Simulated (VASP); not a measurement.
# Sb: single point with PBE+D3(BJ)

Sheet: Sb, a sheet with vacuum.

```xyz
2
Lattice="4.0685 0.0000 0.0000 -2.0343 3.5234 0.0000 0.0000 0.0000 27.1000" Properties=species:S:1:pos:R:3 pbc="T T T"
Sb    0.0000    2.3489    7.0000
Sb    2.0343    1.1745    8.6500
```

* Program: VASP 6.6.1
* Task: single point
* Functional: PBE
* Dispersion: D3(BJ)
* Potentials or basis: VASP PAW PBE potentials, release 64 (Sb)
* Cutoff: 400 eV
* k mesh: 12 × 12 × 1
* Occupations: gaussian, width 0.03 eV
* Spin: no spin polarisation

```yaml
Largest_force: 0.091 eV/Å
Band_gap_on_the_k_mesh: 1.19 eV, indirect (least direct gap 1.64 eV)
Dispersion_energy_per_atom: -0.237 eV
```

Forces in eV/Å, atoms in the order of the input:
```
Sb   0.000  0.000 -0.091
Sb   0.000  0.000  0.091
```

Levels at points of the mesh, in eV from the valence-band top:
```
           k point  band 2  band 3  band 4  band 5  band 6  band 7  band 8  band 9
(0.00, 0.00, 0.00)   -6.43   -0.76    0.00    0.00    1.64    2.80    2.80    4.19
(0.50, 0.00, 0.00)   -7.89   -3.09   -1.62   -1.60    1.58    2.32    3.53    4.96
```

Wall time 2.5 min on 1 thread of AMD EPYC 7R13, on a shared host, peak memory 0.32 GiB.

Caveat: spin-orbit coupling is left out, which moves the levels of the heavy elements.
